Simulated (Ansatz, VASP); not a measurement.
Two plane-wave programs on MgS

POSCAR

```
MgS
1.0
    0.0000000000      2.9964831363      2.5644749933
    2.9964831363      0.0000000000      2.5644749933
    2.9964831363      2.9964831363      0.0000000000
Mg S
1 1
Direct
    0.0000000000      0.0000000000      0.0000000000
    0.2500000000      0.2500000000      0.2500000000
```

The input INCAR.step1:

```
PREC = Accurate
ENCUT = 520
ISMEAR = 0
SIGMA = 0.01
LREAL = F
LASPH = T
NELM = 80
NBANDS = 11
GGA = PE
ALGO = Normal
EDIFF = 1E-4
LWAVE = T
LCHARG = F
```

File INCAR.step2:

```
PREC = Accurate
ENCUT = 520
EDIFF = 1E-7
ISMEAR = 0
SIGMA = 0.01
LREAL = F
LASPH = T
NELM = 80
ALGO = Normal
ISIF = 2
LWAVE = F
LCHARG = T
METAGGA = R2SCAN
LMIXTAU = T
LELF = T
LVHAR = T
NBANDS = 11
ISTART = 1
```

Contents of KPOINTS:

```
Automatic mesh
0
Gamma
  8 8 8
```

Input for Ansatz:

```yaml
crystal:
  lattice:
    - [0.0, 2.9964831363, 2.5644749933]
    - [2.9964831363, 0.0, 2.5644749933]
    - [2.9964831363, 2.9964831363, 0.0]
  atoms:
    - { symbol: Mg, position: [0.0, 0.0, 0.0] }
    - { symbol: S, position: [0.25, 0.25, 0.25] }
kpoints:
  mp_grid: { grid: [8, 8, 8] }
  band_path:
    path:
      - [0.0, 0.0, 0.0]
      - [-0.5, -0.5, 0.0]
      - [-0.375, -0.375, 0.25]
      - [-0.375, 0.0, 0.375]
      - [0.0, 0.0, 0.5]
      - [-0.5, -0.25, 0.25]
    npoints: 1
hamiltonian:
  xc: r2scan
scf:
  occupations: { method: fixed }
  n_extra_bands: 4
output:
  forces: true
  stress: true
  eigenvalues: true
```

Change from the starting cell: epitaxial_xy strain +5.8%.

Alike in both runs: task single point; functional r2SCAN; k mesh 8 × 8 × 8; no spin polarisation.

|  | VASP | Ansatz |
| --- | --- | --- |
| version | VASP 6.6.1 | Ansatz 0.2.0 |
| potentials or method | VASP PAW PBE potentials, release 64 (Mg, S) | plane waves, PAW |
| plane-wave cutoff (eV) | 520 | 500 |
| occupations | gaussian, width 0.01 eV | fixed |
| valence electrons in the cell | 8 | 16 |

|  | VASP | Ansatz | Ansatz less VASP |
| --- | --- | --- | --- |
| gap on the k mesh at the Fermi level (eV) | 3.76 | 3.77 | +0.013 |
| pressure (GPa) | -1.8 | -1.5 | +0.28 |
| traceless stress, the component that is largest in VASP (GPa) | 1.61 | 1.56 | -0.054 |

VASP's potentials were made for PBE, not for r2SCAN. VASP's potentials hold 8 valence electrons a cell and Ansatz's 16, so a difference there can come from the potentials and not from the codes.
